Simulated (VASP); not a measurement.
# B (Fm-3m) in VASP: further runs

The runs below take B through single point, relaxation of cell and atoms, with r2SCAN.

All numbers are computed with VASP 6.6.1; they aren't measurements. Logs are shortened: lines on timing, memory, paths and dates and some standing lists are left out, and cuts for length are marked.

**1. The cell of the first run**

It takes space group Fm-3m (No. 225, cubic). Conventional cell: a = 2.855 Å, b = 2.855 Å, c = 2.855 Å, α = 90.00°, β = 90.00°, γ = 90.00°. Within 2.7 Å of B (site symmetry m-3m) lie 12 B at 2.02 Å.

**2. Single point, r2SCAN**

The input, POSCAR:

```
B
1.0
    0.0000000000      1.4276959924      1.4276959924
    1.4276959924      0.0000000000      1.4276959924
    1.4276959924      1.4276959924      0.0000000000
B
1
Direct
    0.0000000000      0.0000000000      0.0000000000
```

The input, INCAR.step1:

```
SYSTEM = B
ALGO     = Normal         ! electronic algorithm
EDIFF    = 1E-4           ! SCF threshold, eV
ENCUT    = 520            ! plane-wave cutoff, eV
GGA      = PE             ! functional
ISMEAR   = -1             ! smearing method
LASPH    = .True.         ! aspherical terms in the spheres
LCHARG   = .False.        ! write CHGCAR
LREAL    = .False.        ! projectors in reciprocal space
LWAVE    = .True.         ! write WAVECAR
NBANDS   = 8              ! bands
NELM     = 60             ! most SCF steps
PREC     = Accurate       ! precision mode
SIGMA    = 0.1            ! smearing width, eV
```

The input, INCAR.step2:

```
SYSTEM = B
ALGO     = Normal         ! electronic algorithm
EDIFF    = 1E-6           ! SCF threshold, eV
ENCUT    = 520            ! plane-wave cutoff, eV
ISIF     = 2              ! what is computed and relaxed
ISMEAR   = -1             ! smearing method
ISTART   = 1            
LASPH    = .True.         ! aspherical terms in the spheres
LCHARG   = .True.         ! write CHGCAR
LELF     = .True.         ! ELF
LMIXTAU  = .True.       
LREAL    = .False.        ! projectors in reciprocal space
LVHAR    = .True.       
LWAVE    = .False.        ! write WAVECAR
METAGGA  = R2SCAN         ! meta-GGA
NBANDS   = 8              ! bands
NELM     = 60             ! most SCF steps
PREC     = Accurate       ! precision mode
SIGMA    = 0.1            ! smearing width, eV
```

The input, KPOINTS:

```
k-points
0
Gamma
  31 31 31
  0 0 0
```

Potentials or basis: VASP PAW PBE potentials, release 64 (B).

On the command line:

```
$ cat potpaw_PBE.64/B/POTCAR > POTCAR
$ cp INCAR.step1 INCAR
$ mpirun -np 1 vasp_std > vasp.out
$ cp INCAR.step2 INCAR
$ mpirun -np 1 vasp_std > vasp.out
```

OUTCAR:

```text
SYSTEM = B
   EDIFF = 1E-6
   ENCUT = 520
   ISIF = 2
   ISMEAR = -1
   ISTART = 1
   LASPH = .True.
   LREAL = .False.
   METAGGA = R2SCAN
   NELM = 60
   PREC = Accurate

 ion  position               nearest neighbor table
   1  0.000  0.000  0.000-

  LATTYP: Found a face centered cubic cell.
 ALAT       =     2.8553919848

  Lattice vectors:

 A1 = (   0.0000000000,   1.4276959924,   1.4276959924)
 A2 = (   1.4276959924,   0.0000000000,   1.4276959924)
 A3 = (   1.4276959924,   1.4276959924,   0.0000000000)

Analysis of symmetry for initial positions (statically):
=====================================================================
 Subroutine PRICEL returns:
 Original cell was already a primitive cell.

 Routine SETGRP: Setting up the symmetry group for a
 face centered cubic supercell.

 Subroutine GETGRP returns: Found 48 space group operations
 (whereof 48 operations were pure point group operations)
 out of a pool of 48 trial point group operations.

The static configuration has the point symmetry O_h .

Analysis of symmetry for dynamics (positions and initial velocities):
=====================================================================
 Subroutine PRICEL returns:
 Original cell was already a primitive cell.

 Routine SETGRP: Setting up the symmetry group for a
 face centered cubic supercell.

 Subroutine GETGRP returns: Found 48 space group operations
 (whereof 48 operations were pure point group operations)
 out of a pool of 48 trial point group operations.

The dynamic configuration has the point symmetry O_h .

 Subroutine INISYM returns: Found 48 space group operations
 (whereof 48 operations are pure point group operations),
 and found     1 'primitive' translations

----------------------------------------------------------------------------------------

                                     Primitive cell

  volume of cell :       5.8202

  direct lattice vectors                    reciprocal lattice vectors
     0.000000000  1.427695992  1.427695992    -0.350214613  0.350214613  0.350214613
     1.427695992  0.000000000  1.427695992     0.350214613 -0.350214613  0.350214613
     1.427695992  1.427695992  0.000000000     0.350214613  0.350214613 -0.350214613

  length of vectors
     2.019067035  2.019067035  2.019067035     0.606589504  0.606589504  0.606589504

  position of ions in fractional coordinates (direct lattice)
     0.000000000  0.000000000  0.000000000

  ion indices of the primitive-cell ions
   primitive index   ion index
                 1           1

----------------------------------------------------------------------------------------

 KPOINTS: k-points

Automatic generation of k-mesh.
 Grid dimensions read from file:
 generate k-points for:   31   31   31

 Generating k-lattice:

  Cartesian coordinates                     Fractional coordinates (reciprocal lattice)
    -0.011297246  0.011297246  0.011297246     0.032258065  0.000000000  0.000000000
     0.011297246 -0.011297246  0.011297246     0.000000000  0.032258065  0.000000000
     0.011297246  0.011297246 -0.011297246     0.000000000  0.000000000  0.032258065

  Length of vectors
     0.019567403  0.019567403  0.019567403

  Shift w.r.t. Gamma in fractional coordinates (k-lattice)
     0.000000000  0.000000000  0.000000000

 Subroutine IBZKPT returns following result:
 ===========================================

 Found    816 irreducible k-points:

 Following reciprocal coordinates:
            Coordinates               Weight
  0.000000  0.000000  0.000000      1.000000
  0.032258  0.000000  0.000000      8.000000
  0.064516  0.000000  0.000000      8.000000
  0.096774  0.000000  0.000000      8.000000
  0.129032  0.000000  0.000000      8.000000
  0.161290  0.000000  0.000000      8.000000
[... 16 lines left out ...]
  0.225806  0.032258  0.000000     24.000000
  0.258065  0.032258  0.000000     24.000000
 [... further k-points ...]
   k-points           NKPTS =    816   k-points in BZ     NKDIM =    816   number of bands    NBANDS=      8
   number of dos      NEDOS =    301   number of ions     NIONS =      1
   total plane-waves  NPLWV =   4096
   dimension x,y,z NGX =    16 NGY =   16 NGZ =   16
   dimension x,y,z NGXF=    32 NGYF=   32 NGZF=   32
   ions per type =               1
   NGX,Y,Z   is equivalent  to a cutoff of  13.17, 13.17, 13.17 a.u.
   NGXF,Y,Z  is equivalent  to a cutoff of  26.35, 26.35, 26.35 a.u.
 SYSTEM =  B
   PREC   = accura    normal or accurate (medium, high low for compatibility)
   ISTART =      1    job   : 0-new  1-cont  2-samecut
   ICHARG =      0    charge: 1-file 2-atom 10-const
   ISPIN  =      1    spin polarized calculation?
   LNONCOLLINEAR =      F non collinear calculations
   LSORBIT =      F    spin-orbit coupling
   LASPH  =      T    aspherical Exc in radial PAW
   ENCUT  =  520.0 eV  38.22 Ry    6.18 a.u.   3.75  3.75  3.75*2*pi/ulx,y,z
   NELM   =     60;   NELMIN=  2; NELMDL=  0     # of ELM steps
   EDIFF  = 0.1E-05   stopping-criterion for ELM
   LREAL  =      F    real-space projection
   EDIFFG = 0.1E-04   stopping-criterion for IOM
   NSW    =      0    number of steps for IOM
   IBRION =     -1    ionic relax: 0-MD 1-quasi-New 2-CG
   NFREE  =      0    steps in history (QN), initial steepest desc. (CG)
   ISIF   =      2    stress and relaxation
   ISYM   =      2    0-nonsym 1-usesym 2-fastsym
   POTIM  = 0.5000    time-step for ionic-motion
   TEBEG  =    0.0;   TEEND  =   0.0 temperature during run
   PSTRESS=    0.0 pullay stress
   NELECT =       3.0000    total number of electrons
   NUPDOWN=      -1.0000    fix difference up-down
   EMIN   =  10.00;   EMAX   =-10.00  energy-range for DOS
   EFERMI =   0.00;   METHOD = LEGACY
   ISMEAR =    -1;   SIGMA  =   0.10  broadening in eV -4-tet -1-fermi 0-gaus
   EFERMI_NEDOS =   21; number of points for ismear=-14 and -15
   IALGO  =     38    algorithm
   IMIX   =      4    mixing-type and parameters
     AMIX     =   0.40;   BMIX     =  1.00
     AMIX_MAG =   1.60;   BMIX_MAG =  1.00
  volume/ion in A,a.u.               =       5.82        39.28
  Fermi-wavevector in a.u.,A,eV,Ry     =   1.312611  2.480476 23.442141  1.722949
  Thomas-Fermi vector in A             =   2.442992
   LORBIT       =      0    0 simple, 1 ext, 2 COOP (PROOUT), +10 PAW based schemes
   METAGGA = R2SCAN    functional components
   LHFCALC =     F    Hartree Fock is set to
   AEXX    =    0.0000 exact exchange contribution
   IVDW    =     0    specifies the selected vdW correction
   LEPSILON=     F    determine dielectric tensor
   LRPA    =     F    only Hartree local field effects (RPA)
 non-spin polarized calculation
  energy-cutoff  :      520.00
  volume of cell :        5.82
 maximum number of plane-waves:       169
   NGX =  7   NGY =  7   NGZ =  7

 number of electron       3.0000000 magnetization

 Free energy of the ion-electron system (eV)
  ---------------------------------------------------
  ext. energy  EPLUGINS =         0.00000000
  ---------------------------------------------------
  free energy    TOTEN  =        -5.88587484 eV

  energy without entropy =       -5.87971331  energy(sigma->0) =       -5.88279408

 E-fermi :  10.8532     XC(G=0): -14.1654

 val. band max:       10.8492904882   @ k =  -0.4839   0.3226   0.0000
 cond. band min:      10.8750455286   @ k =  -0.2903   0.1935   0.0323
 fundamental gap:      0.0257550404
 Fermi energy:        10.8532059253

 k-point     1 :       0.0000    0.0000    0.0000
  band No.  band energies     occupation
      1      -9.7970      2.00000
      2      28.4669      0.00000
      3      28.4669      0.00000
      4      28.4670      0.00000
      5      44.9694      0.00000
      6      44.9694      0.00000
      7      44.9694      0.00000
      8      48.9959      0.00000

 k-point     2 :       0.0323    0.0000    0.0000
  band No.  band energies     occupation
      1      -9.7480      2.00000
      2      28.2069      0.00000
      3      28.4125      0.00000
      4      28.4125      0.00000
      5      44.2925      0.00000
      6      45.0881      0.00000
      7      45.0881      0.00000
      8      50.0306      0.00000

 k-point     3 :       0.0645    0.0000    0.0000
  band No.  band energies     occupation
      1      -9.6012      2.00000
      2      27.4405      0.00000
      3      28.2562      0.00000
      4      28.2562      0.00000
      5      43.2155      0.00000
      6      45.4246      0.00000
      7      45.4247      0.00000
      8      52.1267      0.00000

 k-point     4 :       0.0968    0.0000    0.0000
  band No.  band energies     occupation
      1      -9.3565      2.00000
      2      26.2177      0.00000
      3      28.0164      0.00000
      4      28.0164      0.00000
      5      42.4009      0.00000
      6      45.9162      0.00000
      7      45.9162      0.00000
      8      53.9355      0.00000

 k-point     5 :       0.1290    0.0000    0.0000
  band No.  band energies     occupation
      1      -9.0142      2.00000
      2      24.6304      0.00000
      3      27.7180      0.00000
      4      27.7180      0.00000
      5      41.9519      0.00000
      6      46.4380      0.00000
      7      46.4380      0.00000
      8      53.1132      0.00000

 k-point     6 :       0.1613    0.0000    0.0000
  band No.  band energies     occupation
      1      -8.5743      2.00000
      2      22.7898      0.00000
      3      27.3862      0.00000
      4      27.3862      0.00000
      5      41.8318      0.00000
      6      46.7791      0.00000
      7      46.7791      0.00000
      8      51.8240      0.00000

 k-point     7 :       0.1935    0.0000    0.0000
  band No.  band energies     occupation
      1      -8.0373      2.00000
      2      20.7985      0.00000
      3      27.0438      0.00000
      4      27.0438      0.00000
      5      41.9740      0.00000
      6      46.7083      0.00000
      7      46.7083      0.00000
      8      50.5896      0.00000
[... 133 lines left out ...]
 k-point    20 :       0.1290    0.0323    0.0000
  band No.  band energies     occupation
      1      -9.0956      2.00000
      2      25.1853      0.00000
      3      27.2685      0.00000
      4      28.1467      0.00000
      5      41.5993      0.00000
      6      46.2789      0.00000
      7      46.8522      0.00000
      8      52.0321      0.00000

 k-point    21 :       0.1613    0.0323    0.0000
  band No.  band energies     occupation
      1      -8.6882      2.00000
      2      23.4309      0.00000
      3      26.8829      0.00000
      4      27.8921      0.00000
      5      41.4422      0.00000
      6      46.5018      0.00000
      7      47.3199      0.00000
      8      51.0090      0.00000

 k-point    22 :       0.1935    0.0323    0.0000
  band No.  band energies     occupation
      1      -8.1835      2.00000
      2      21.4891      0.00000
      3      26.5052      0.00000
      4      27.5904      0.00000
      5      41.5482      0.00000
      6      46.2442      0.00000
      7      47.4363      0.00000
      8      50.5307      0.00000

 k-point    23 :       0.2258    0.0323    0.0000
  band No.  band energies     occupation
      1      -7.5821      2.00000
      2      19.4488      0.00000
      3      26.1522      0.00000
      4      27.2639      0.00000
      5      41.8407      0.00000
      6      45.5360      0.00000
      7      47.0984      0.00000
      8      50.1716      0.00000

 k-point    24 :       0.2581    0.0323    0.0000
  band No.  band energies     occupation
      1      -6.8851      2.00000
      2      17.3748      0.00000
      3      25.8363      0.00000
      4      26.9305      0.00000
      5      42.2204      0.00000
      6      44.7209      0.00000
      7      46.4209      0.00000
      8      49.5295      0.00000

 [... further k-points ...]

------------------------ aborting loop because EDIFF is reached ----------------------------------------

  FORCE on cell =-STRESS in cart. coord.  units (eV):
  Direction    XX          YY          ZZ          XY          YZ          ZX
  --------------------------------------------------------------------------------------
  -------------------------------------------------------------------------------------
  Total       -0.0106034     -0.0106034     -0.0106034      0.0000000      0.0000000      0.0000000
  in kB       -2.9188936     -2.9188936     -2.9188936      0.0000000      0.0000000      0.0000000
  external PRESSURE =      -2.9188936 kB  Pullay stress =       0.0000000 kB

 VOLUME and BASIS-vectors are now :
 -----------------------------------------------------------------------------
  energy-cutoff  :      520.00
  volume of cell :        5.82
      direct lattice vectors                 reciprocal lattice vectors
     0.000000000  1.427695992  1.427695992    -0.350214613  0.350214613  0.350214613
     1.427695992  0.000000000  1.427695992     0.350214613 -0.350214613  0.350214613
     1.427695992  1.427695992  0.000000000     0.350214613  0.350214613 -0.350214613

 POSITION                                       TOTAL-FORCE (eV/Angst)
 -----------------------------------------------------------------------------------
      0.00000      0.00000      0.00000         0.000000     -0.000000     -0.000000
 -----------------------------------------------------------------------------------
    total drift:                               -0.000000     -0.000000      0.000000

  FREE ENERGIE OF THE ION-ELECTRON SYSTEM (eV)
  ---------------------------------------------------
  free  energy   TOTEN  =        -5.8858748418 eV

  energy  without entropy=       -5.8797133116  energy(sigma->0) =       -5.88279408
```

It took 63 s on 1 thread of Intel Xeon 6975P-C, shared host; peak memory 0.14 GiB.

What came out:

| Item | Value |
| --- | --- |
| Free energy | -5.8859 eV |
| Pressure | -0.3 GPa |

Caveat: the PAW data sets were made with another functional, which shifts forces and pressure a little.

[end of part 1 of 2]
